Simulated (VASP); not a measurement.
# NaOs2 (P-3m1) in VASP: a series of runs, part 2 of 2

VASP 6.6.1.

## (3) Relaxation of cell and atoms, PBE

INCAR reads:

```
SYSTEM = NaOs2
PREC     = Accurate       ! precision mode
ENCUT    = 600            ! plane-wave cutoff, eV
EDIFF    = 1E-6           ! SCF threshold, eV
ISMEAR   = 0              ! smearing method
SIGMA    = 0.1            ! smearing width, eV
LREAL    = .FALSE.        ! projectors in reciprocal space
LASPH    = .TRUE.         ! aspherical terms in the spheres
NELM     = 100            ! most SCF steps
ALGO     = Normal         ! electronic algorithm
ISIF     = 3              ! what is computed and relaxed
LWAVE    = .FALSE.        ! write WAVECAR
LCHARG   = .FALSE.        ! write CHGCAR
GGA      = PE             ! functional
IBRION   = 2              ! ionic algorithm
NSW      = 100            ! ionic steps
EDIFFG   = -0.01          ! ionic threshold
```

KPOINTS reads:

```
Automatic mesh
0
G
  18 18 6
  0 0 0
```

POSCAR reads:

```
NaOs2
1.0
    2.7599310694      0.0000000000      0.0000000000
   -1.3799655347      2.3901704188      0.0000000000
    0.0000000000      0.0000000000      7.5753175803
Na Os
1 2
Direct
    0.0000000000      0.0000000000      0.0000000000
    0.3333333333      0.6666666667      0.6351465078
    0.6666666667      0.3333333333      0.3648534922
```

Potentials or basis: VASP PAW PBE potentials, release 64 (Na_pv, Os).

Launch:

```bash
$ cat potpaw_PBE.64/Na_pv/POTCAR potpaw_PBE.64/Os/POTCAR > POTCAR
$ mpirun -np 1 vasp_std > vasp.out
```

Run time: 3.1 min. Hardware: 1 thread of Intel Xeon 6975P-C (Granite Rapids), shared host; peak memory 0.33 GiB.

Results (log left out):

```
Free energy                            : -22.1223 eV
Relaxed volume                         : 16.67 Å³/atom
Relaxed cell                           : a = 2.761 Å, b = 2.761 Å, c = 7.575 Å, α = 90.00°, β = 90.00°, γ = 120.00°
Space group after relaxing (to 0.05 Å) : P-3m1 (No. 164)
Energy gained by relaxing              : 0.5 meV/atom
Ionic steps                            : 7
Pressure after relaxing                : 0.0 GPa
Largest force after relaxing           : 0.008 eV/Å
```

Forces in eV/Å, atoms in the order of the input:
```
Na   0.000  0.000  0.000
Os   0.000  0.000 -0.008
Os   0.000  0.000  0.008
```

The path:
| step | energy change (eV) | largest force (eV/Å) | pressure (GPa) | volume (Å³) |
| --- | --- | --- | --- | --- |
| 1 | 0.0000 | 0.2134 | -0.56 | 49.97 |
| 2 | 0.0038 | 0.3668 | 2.31 | 49.55 |
| 3 | -0.0011 | 0.0350 | 0.32 | 49.83 |
| 4 | -0.0013 | 0.0065 | -0.15 | 50.01 |
| 5 | -0.0013 | 0.0160 | 0.02 | 49.95 |
| 6 | -0.0014 | 0.0115 | -0.03 | 49.99 |
| 7 | -0.0014 | 0.0085 | -0.05 | 50.02 |

Final structure:
```cif
data_structure
_symmetry_space_group_name_H-M 'P 1'
_symmetry_Int_Tables_number 1
_cell_length_a 2.7613
_cell_length_b 2.7613
_cell_length_c 7.5747
_cell_angle_alpha 90.000
_cell_angle_beta 90.000
_cell_angle_gamma 120.000
_cell_volume 50.02
loop_
_atom_site_label
_atom_site_type_symbol
_atom_site_fract_x
_atom_site_fract_y
_atom_site_fract_z
_atom_site_occupancy
Na1 Na 0.00000 0.00000 0.00000 1
Os1 Os 0.33333 0.66667 0.63430 1
Os2 Os 0.66667 0.33333 0.36570 1
```

Levels at points of the mesh, in eV from the Fermi level:
| k point | band 8 | band 9 | band 10 | band 11 | band 12 | band 13 | band 14 | band 15 |
| --- | --- | --- | --- | --- | --- | --- | --- | --- |
| (0.00, 0.00, 0.00) | -2.89 | -2.89 | -2.68 | -2.68 | -1.67 | -0.14 | -0.14 | 1.61 |
| (0.50, 0.00, 0.00) | -2.49 | -1.38 | -1.11 | 1.22 | 1.42 | 2.12 | 2.58 | 2.78 |
| (0.00, 0.00, 0.50) | -2.89 | -2.79 | -2.68 | -2.68 | -0.27 | -0.14 | -0.14 | 1.61 |
| (0.50, 0.00, 0.50) | -2.50 | -1.25 | -0.87 | 0.84 | 1.22 | 2.12 | 2.58 | 2.70 |

Caveat: spin-orbit coupling is left out, which moves the levels of the heavy elements.

## (4) Single point, PBE

INCAR reads:

```
SYSTEM = NaOs2
PREC     = Accurate       ! precision mode
ENCUT    = 520            ! plane-wave cutoff, eV
EDIFF    = 1E-6           ! SCF threshold, eV
ISMEAR   = 0              ! smearing method
SIGMA    = 0.1            ! smearing width, eV
LREAL    = .FALSE.        ! projectors in reciprocal space
LASPH    = .TRUE.         ! aspherical terms in the spheres
NELM     = 100            ! most SCF steps
ALGO     = Normal         ! electronic algorithm
ISIF     = 2              ! what is computed and relaxed
LWAVE    = .FALSE.        ! write WAVECAR
LCHARG   = .FALSE.        ! write CHGCAR
GGA      = PE             ! functional
NBANDS   = 18             ! bands
```

KPOINTS is that of step 3.

POSCAR reads:

```
NaOs2
1.0
    2.7604078533      0.0000000000      0.0000000000
   -1.3802039266      2.3905833258      0.0000000000
    0.0000000000      0.0000000000      7.5798088748
Na Os
1 2
Direct
    0.0000000000      0.0000000000      0.0000000000
    0.3333333333      0.6666666667      0.6342705322
    0.6666666667      0.3333333333      0.3657294678
```

Potentials or basis: VASP PAW PBE potentials, release 64 (Na_pv, Os).

Launch:

```bash
$ cat potpaw_PBE.64/Na_pv/POTCAR potpaw_PBE.64/Os/POTCAR > POTCAR
$ mpirun -np 1 vasp_std > vasp.out
```

OUTCAR:

```text
SYSTEM = NaOs2
   PREC = Accurate
   ENCUT = 520
   EDIFF = 1E-6
   ISMEAR = 0
   LREAL = .FALSE.
   LASPH = .TRUE.
   NELM = 100
   ISIF = 2
   GGA = PE

 ion  position               nearest neighbor table
   1  0.000  0.000  0.000-
   2  0.333  0.667  0.634-   3 2.59   3 2.59   3 2.59
   3  0.667  0.333  0.366-   2 2.59   2 2.59   2 2.59

  LATTYP: Found a hexagonal cell.
 ALAT       =     2.7604078533
 C/A-ratio  =     2.7459017934

[... 697 lines left out ...]

  FORCE on cell =-STRESS in cart. coord.  units (eV):
  Direction    XX          YY          ZZ          XY          YZ          ZX
  --------------------------------------------------------------------------------------
  -------------------------------------------------------------------------------------
  Total        0.0066870      0.0066870     -0.0708375      0.0000000      0.0000000     -0.0000000
  in kB        0.2141947      0.2141947     -2.2690191      0.0000000      0.0000000     -0.0000000
  external PRESSURE =      -0.6135433 kB  Pullay stress =       0.0000000 kB

 VOLUME and BASIS-vectors are now :
 -----------------------------------------------------------------------------
  energy-cutoff  :      520.00
  volume of cell :       50.02
      direct lattice vectors                 reciprocal lattice vectors
     2.760407853  0.000000000  0.000000000     0.362265308  0.209153973  0.000000000
    -1.380203927  2.390583326  0.000000000     0.000000000  0.418307946  0.000000000
     0.000000000  0.000000000  7.579808875     0.000000000  0.000000000  0.131929448

 POSITION                                       TOTAL-FORCE (eV/Angst)
 -----------------------------------------------------------------------------------
      0.00000      0.00000      0.00000         0.000000     -0.000000      0.000000
     -0.00000      1.59372      4.80765         0.000000     -0.000000     -0.017157
      1.38020      0.79686      2.77216        -0.000000      0.000000      0.017157
 -----------------------------------------------------------------------------------
    total drift:                                0.000000     -0.000000     -0.000000

  FREE ENERGIE OF THE ION-ELECTRON SYSTEM (eV)
  ---------------------------------------------------
  free  energy   TOTEN  =       -22.1209452290 eV

  energy  without entropy=      -22.1047936945  energy(sigma->0) =      -22.11286946
```

It took 52 s on 1 thread of Intel Xeon 6975P-C (Granite Rapids), shared host; peak memory 0.3 GiB.

What came out:

- Free energy: -22.1209 eV
- Pressure: -0.1 GPa
- Largest force: 0.017 eV/Å

Forces in eV/Å, atoms in the order of the input:
```
Na   0.000  0.000  0.000
Os   0.000  0.000 -0.017
Os   0.000  0.000  0.017
```

Levels at points of the mesh, in eV from the Fermi level:
```
           k point  band 8  band 9  band 10  band 11  band 12  band 13  band 14  band 15
(0.00, 0.00, 0.00)   -2.89   -2.89    -2.68    -2.68    -1.67    -0.14    -0.14     1.62
(0.50, 0.00, 0.00)   -2.49   -1.38    -1.10     1.22     1.42     2.12     2.58     2.78
(0.00, 0.00, 0.50)   -2.89   -2.80    -2.68    -2.68    -0.28    -0.14    -0.14     1.61
(0.50, 0.00, 0.50)   -2.49   -1.25    -0.87     0.84     1.22     2.12     2.58     2.70
```

Caveat: spin-orbit coupling is left out, which moves the levels of the heavy elements.
